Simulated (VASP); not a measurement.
# Ti (I4/mmm) in VASP: a series of runs, part 2 of 2

VASP 6.6.1.

## (4) Single point, PBE (equal xx and yy strain of +2 %)

File INCAR:

```
SYSTEM = Ti
  PREC = Accurate
  ENCUT = 520
  EDIFF = 1E-7
  ISMEAR = -1
  SIGMA = 0.05
  LREAL = .False.
  LASPH = .True.
  NELM = 80
  ALGO = Normal
  ISIF = 2
  LWAVE = .False.
  LCHARG = .False.
  GGA = PE
  NBANDS = 12
```

File KPOINTS:

```
regular mesh
0
Gamma
  15 15 15
  0 0 0
```

File POSCAR:

```
Ti
1.0
    0.0000000000      2.0706000000      2.0300000000
    2.0706000000      0.0000000000      2.0300000000
    2.0706000000      2.0706000000      0.0000000000
Ti
1
Direct
    0.0000000000      0.0000000000      0.0000000000
```

Potentials or basis: VASP PAW PBE potentials, release 64 (Ti_sv).

Run with:

```sh
$ cat potpaw_PBE.64/Ti_sv/POTCAR > POTCAR
$ mpirun -np 1 vasp_std > vasp.out
```

OUTCAR:

```text
SYSTEM = Ti
   PREC = Accurate
   ENCUT = 520
   EDIFF = 1E-7
   ISMEAR = -1
   LREAL = .False.
   LASPH = .True.
   NELM = 80
   ISIF = 2
   GGA = PE

 ion  position               nearest neighbor table
   1  0.000  0.000  0.000-

  LATTYP: Found a body centered tetragonal cell.
 ALAT       =     2.9282706022
 C/A-ratio  =     1.3864838847

  Lattice vectors:

 A1 = (   0.0000000000,  -2.0706000000,  -2.0300000000)
 A2 = (   0.0000000000,   2.0706000000,  -2.0300000000)
 A3 = (   2.0706000000,   0.0000000000,   2.0300000000)

Analysis of symmetry for initial positions (statically):
=====================================================================
 Subroutine PRICEL returns:
 Original cell was already a primitive cell.

 Routine SETGRP: Setting up the symmetry group for a
 body centered tetragonal supercell.

 Subroutine GETGRP returns: Found 16 space group operations
 (whereof 16 operations were pure point group operations)
 out of a pool of 16 trial point group operations.

The static configuration has the point symmetry D_4h.

Analysis of symmetry for dynamics (positions and initial velocities):
=====================================================================
 Subroutine PRICEL returns:
 Original cell was already a primitive cell.

 Routine SETGRP: Setting up the symmetry group for a
 body centered tetragonal supercell.

 Subroutine GETGRP returns: Found 16 space group operations
 (whereof 16 operations were pure point group operations)
 out of a pool of 16 trial point group operations.

The dynamic configuration has the point symmetry D_4h.

 Subroutine INISYM returns: Found 16 space group operations
 (whereof 16 operations are pure point group operations),
 and found     1 'primitive' translations

----------------------------------------------------------------------------------------

                                     Primitive cell

  volume of cell :      17.4068

  direct lattice vectors                    reciprocal lattice vectors
[... 114 lines left out ...]
   LEPSILON=     F    determine dielectric tensor
   LRPA    =     F    only Hartree local field effects (RPA)
 non-spin polarized calculation
  energy-cutoff  :      520.00
  volume of cell :       17.41
 maximum number of plane-waves:       495
 NGX is ok and might be reduce to    24
   NGX = 11   NGY = 11   NGZ = 11

 number of electron      12.0000001 magnetization

 Free energy of the ion-electron system (eV)
  ---------------------------------------------------
  ext. energy  EPLUGINS =         0.00000000
  ---------------------------------------------------
  free energy    TOTEN  =        -7.78469291 eV

  energy without entropy =       -7.77048385  energy(sigma->0) =       -7.77758838

 E-fermi :   8.1933     XC(G=0): -11.4889

 val. band max:        8.1926407992   @ k =   0.4000   0.0000   0.0667
 cond. band min:       8.1962146363   @ k =  -0.4667   0.1333   0.2667
 fundamental gap:      0.0035738371
 Fermi energy:         8.1933032042

 k-point     1 :       0.0000    0.0000    0.0000
  band No.  band energies     occupation
      1     -48.5221      2.00000
      2     -24.3851      2.00000
      3     -24.3851      2.00000
      4     -24.3810      2.00000
      5       2.1058      2.00000
      6       9.0184      0.00000
      7       9.0184      0.00000
      8       9.1694      0.00000
      9      10.6021      0.00000
     10      10.7779      0.00000
     11      23.4362      0.00000
     12      27.7408      0.00000
[... 331 lines left out ...]
 k-point    24 :       0.2000    0.1333    0.0000
  band No.  band energies     occupation
      1     -48.4782      2.00000
      2     -24.5736      2.00000
      3     -24.4474      2.00000
      4     -24.4392      2.00000
      5       3.3482      2.00000
      6       8.3360      0.10901
      7       9.4921      0.00000
      8       9.5124      0.00000
      9      10.1201      0.00000
     10      10.8755      0.00000
     11      23.7957      0.00000
     12      24.6030      0.00000

 [... further k-points ...]

------------------------ aborting loop because EDIFF is reached ----------------------------------------

  FORCE on cell =-STRESS in cart. coord.  units (eV):
  Direction    XX          YY          ZZ          XY          YZ          ZX
  --------------------------------------------------------------------------------------
  -------------------------------------------------------------------------------------
  Total       -0.0689648     -0.0689648      0.0219496      0.0000000      0.0000000      0.0000000
  in kB       -6.3477474     -6.3477474      2.0203111      0.0000000      0.0000000      0.0000000
  external PRESSURE =      -3.5583946 kB  Pullay stress =       0.0000000 kB

 VOLUME and BASIS-vectors are now :
 -----------------------------------------------------------------------------
  energy-cutoff  :      520.00
  volume of cell :       17.41
      direct lattice vectors                 reciprocal lattice vectors
     0.000000000  2.070600000  2.030000000    -0.241475901  0.241475901  0.246305419
     2.070600000  0.000000000  2.030000000     0.241475901 -0.241475901  0.246305419
     2.070600000  2.070600000  0.000000000     0.241475901  0.241475901 -0.246305419

 POSITION                                       TOTAL-FORCE (eV/Angst)
 -----------------------------------------------------------------------------------
      0.00000      0.00000      0.00000         0.000000     -0.000000      0.000000
 -----------------------------------------------------------------------------------
    total drift:                                0.000000      0.000000     -0.000000

  FREE ENERGIE OF THE ION-ELECTRON SYSTEM (eV)
  ---------------------------------------------------
  free  energy   TOTEN  =        -7.7846929078 eV

  energy  without entropy=       -7.7704838513  energy(sigma->0) =       -7.77758838
```

OSZICAR:

```text
N       E                     dE             d eps       ncg     rms          rms(c)
DAV:   1     0.883904828015E+02    0.88390E+02   -0.65296E+03  6936   0.120E+03
DAV:   2    -0.427158711531E+01   -0.92662E+02   -0.90064E+02  7016   0.299E+02
DAV:   3    -0.870846862500E+01   -0.44369E+01   -0.43891E+01  9664   0.664E+01
DAV:   4    -0.880518285638E+01   -0.96714E-01   -0.96608E-01  7808   0.862E+00
DAV:   5    -0.880788798057E+01   -0.27051E-02   -0.27050E-02  8392   0.122E+00    0.830E+00
DAV:   6    -0.779037922731E+01    0.10175E+01   -0.20820E+00  7528   0.216E+01    0.217E+00
DAV:   7    -0.777543356484E+01    0.14946E-01   -0.99651E-02  8516   0.370E+00    0.128E+00
DAV:   8    -0.778435659642E+01   -0.89230E-02   -0.37268E-02  7120   0.244E+00    0.157E-01
DAV:   9    -0.778467757987E+01   -0.32098E-03   -0.39879E-03  8768   0.718E-01    0.849E-02
DAV:  10    -0.778471686565E+01   -0.39286E-04   -0.22778E-04  7392   0.179E-01    0.241E-02
DAV:  11    -0.778469328418E+01    0.23581E-04   -0.21400E-05  8432   0.577E-02    0.102E-02
DAV:  12    -0.778469256967E+01    0.71450E-06   -0.18349E-06  7596   0.181E-02    0.198E-03
DAV:  13    -0.778469298695E+01   -0.41728E-06   -0.40777E-07  8388   0.552E-03    0.156E-03
DAV:  14    -0.778469290782E+01    0.79130E-07   -0.30592E-08  4008   0.215E-03
   1 F= -.77846929E+01 E0= -.77775884E+01  d E =-.142091E-01
```

Run time: 47 s. Hardware: 1 thread of Intel Xeon Platinum 8259CL at 2.50GHz (Skylake/Cascade Lake), shared host; peak memory 0.18 GiB.

Results:

* Free energy: -7.7847 eV
* Pressure: -0.4 GPa
* Band gap on the k mesh: zero (bands 6 and 7 overlap by 1.13 eV)

Caveat: the cell differs from its parent crystal (equal xx and yy strain of +2 %).

## (5) Summary

```csv
cell,gap on the mesh (eV),pressure (GPa)
"a = 2.900, b = 2.900, c = 2.871 Å, angles 60.3, 60.3, 59.3°, 1 atom",none,1.8
"a = 2.914, b = 2.914, c = 2.871 Å, angles 60.5, 60.5, 59.0°, 1 atom",none,0.7
"a = 2.900, b = 2.900, c = 2.928 Å, angles 59.7, 59.7, 60.7°, 1 atom",none,-0.4
```

Alike in all rows: task single point; level PBE; potentials or basis VASP PAW PBE potentials, release 64 (Ti_sv); no spin polarisation; k mesh 15 × 15 × 15; cutoff (eV) 520; smearing fermi-dirac 0.05 eV.

Absolute energies hang on the potentials; compare differences alone.
